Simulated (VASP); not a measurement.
A run of VASP 6.6.1 is set up as follows.

Contents of INCAR:

```
SYSTEM = Sb
ALGO     = Normal         ! electronic algorithm
EDIFF    = 1E-6           ! SCF threshold, eV
ENCUT    = 520            ! plane-wave cutoff, eV
GGA      = RP             ! functional
ISIF     = 2              ! what is computed and relaxed
ISMEAR   = -1             ! smearing method
LASPH    = .TRUE.         ! aspherical terms in the spheres
LCHARG   = .FALSE.        ! write CHGCAR
LREAL    = .FALSE.        ! projectors in reciprocal space
LWAVE    = .FALSE.        ! write WAVECAR
NBANDS   = 8              ! bands
NELM     = 80             ! most SCF steps
PREC     = Accurate       ! precision mode
SIGMA    = 0.1            ! smearing width, eV
```

Contents of KPOINTS:

```
k-points
0
G
  11 11 11
  0 0 0
```

The input POSCAR:

```
Sb
1.0
    3.2112080839      0.0000000000      0.0000000000
    0.0000000000      3.2112080839      0.0000000000
    0.0000000000      0.0000000000      3.2112080839
Sb
1
Direct
    0.0000000000      0.0000000000      0.0000000000
```

Potentials or basis: VASP PAW PBE potentials, release 64 (Sb).

The run is started by

```sh
$ cat potpaw_PBE.64/Sb/POTCAR > POTCAR
$ mpirun -np 1 vasp_std > vasp.out
```

Q: What does it give for the pressure?

A: -2.9 GPa.

Caveat: the PAW data sets were made with another functional, which shifts forces and pressure a little.
